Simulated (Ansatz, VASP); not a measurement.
**Two plane-wave programs on BeZn2TeS2**

```
Be Zn Te S
1.0
     5.78075    0.00000    0.00000
     0.00000    5.78075    0.00000
     0.00000    0.00000    3.38623
Be Zn Te S
1 2 1 2
Direct
  0.00000 0.00000 0.00000
  0.00000 0.50000 0.00000
  0.50000 0.00000 0.00000
  0.50000 0.50000 0.00000
  0.00000 0.50000 0.50000
  0.50000 0.00000 0.50000
```

Alike in both runs: task relaxation of cell and atoms; functional PBE; k mesh 4 × 4 × 6; occupations gaussian, width 0.1 eV; no spin polarisation.

```csv
,VASP,Ansatz
version,VASP 6.6.1,Ansatz 0.2.0
potentials or method,"VASP PAW PBE potentials, release 64 (Be, Zn, Te, S), cutoff 600 eV","scalar-relativistic, plane waves, PAW"
valence electrons in the cell,44,54
```

Ansatz gave:

```
gap on the k mesh at the Fermi level, each at its own relaxed structure (eV) : none
relaxed volume (Å³/atom)                                                     : 22.48
relaxed cell length with the largest relative difference (Å)                 : 4.535
```

Problem. Estimate VASP's values.

Solution. gap on the k mesh at the Fermi level, each at its own relaxed structure (eV): none; relaxed volume (Å³/atom): 22.51; relaxed cell length with the largest relative difference (Å): 4.538.

A gap of «none» marks a metal or a gap that the smearing closes. VASP's potentials hold 44 valence electrons a cell and Ansatz's 54, so a difference there can come from the potentials and not from the codes.

Neither program's run includes spin-orbit coupling. Noted on VASP's run: the volume moved by over 15 % at a fixed basis, so the end points are rough.
